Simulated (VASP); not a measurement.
Runs of VASP 6.6.1 on BiTe. The structure is that of space group R-3m (No. 166), or close to it. The cells are those of the table. 

| cell | gap on the mesh (eV) | pressure (GPa) |
| --- | --- | --- |
| a = 4.395 Å, angles 65.7°, 2 atoms | none | -2.1 |
| a = 4.297 Å, angles 69.7°, 2 atoms | none | -2.9 |
| a = 4.154 Å, angles 77.8°, 2 atoms | none | -5.0 |
| a = 4.710 Å, angles 56.2°, 2 atoms | none | (a) |

Alike in all rows: task single point; level PBEsol; potentials or basis VASP PAW PBE potentials, release 64 (Bi_d, Te); no spin polarisation; k mesh 12 × 12 × 12; cutoff (eV) 520; smearing gaussian 0.15 eV.

**Question.** Estimate the missing entries.

**Answer.** (a) -1.8.

Caveats: the PAW data sets were made with another functional, which shifts forces and pressure a little; spin-orbit coupling is left out, which moves the levels of the heavy elements; the stress differs along the axes, from -7 to -1 GPa (at least some runs).

A k mesh can miss the band edges, and the runs leave out spin-orbit coupling on Bi, Te.

A gap of «none» marks levels without a gap at the run's occupations.
